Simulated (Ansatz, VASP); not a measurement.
## One calculation of CuSi15, two programs

```
Cu Si
1.0
     0.00000    5.43700    5.43700
     5.43700    0.00000    5.43700
     5.43700    5.43700    0.00000
Cu Si
1 15
Direct
  0.00000 0.00000 0.00000
  0.00027 0.00027 0.49973
  0.00027 0.49973 0.00027
  0.00027 0.49973 0.49973
  0.49973 0.00027 0.00027
  0.49973 0.00027 0.49973
  0.49973 0.49973 0.00027
  0.50000 0.50000 0.50000
  0.12355 0.12355 0.12355
  0.12355 0.12355 0.62935
  0.12355 0.62935 0.12355
  0.12496 0.62501 0.62501
  0.62935 0.12355 0.12355
  0.62501 0.12496 0.62501
  0.62501 0.62501 0.12496
  0.62501 0.62501 0.62501
```

Alike in both runs: task single point; functional PBEsol; k mesh 3 × 3 × 3; occupations gaussian, width 0.05 eV; collinear spin.

|  | VASP | Ansatz |
| --- | --- | --- |
| version | VASP 6.6.1 | Ansatz 0.2.0 |
| potentials or method | VASP PAW PBE potentials, release 64 (Cu, Si), cutoff 520 eV | scalar-relativistic, plane waves, PAW |
| valence electrons in the cell | 71 | 79 |

Ansatz gave:

| Item | Value |
| --- | --- |
| gap on the k mesh at the Fermi level (eV) | none |
| pressure (GPa) | -1.3 |
| rms of the force components (eV/Å) | 0.038 |
| net moment per atom (μB) | 0.00 |

Task: What did VASP give for the same quantities?

Result: gap on the k mesh at the Fermi level (eV): none; pressure (GPa): -1.1; rms of the force components (eV/Å): 0.032; net moment per atom (μB): 0.00.

VASP's potentials were made for PBE, not for PBEsol. Atom by atom the forces differ by 0.006 eV/Å (rms over components). A gap of «none» marks a metal or a gap that the smearing closes. The functional is the same, so the differences come from potentials, cutoffs and numerics. VASP's potentials hold 71 valence electrons a cell and Ansatz's 79, so a difference there can come from the potentials and not from the codes. Ansatz's warnings: seeded moment not kept.
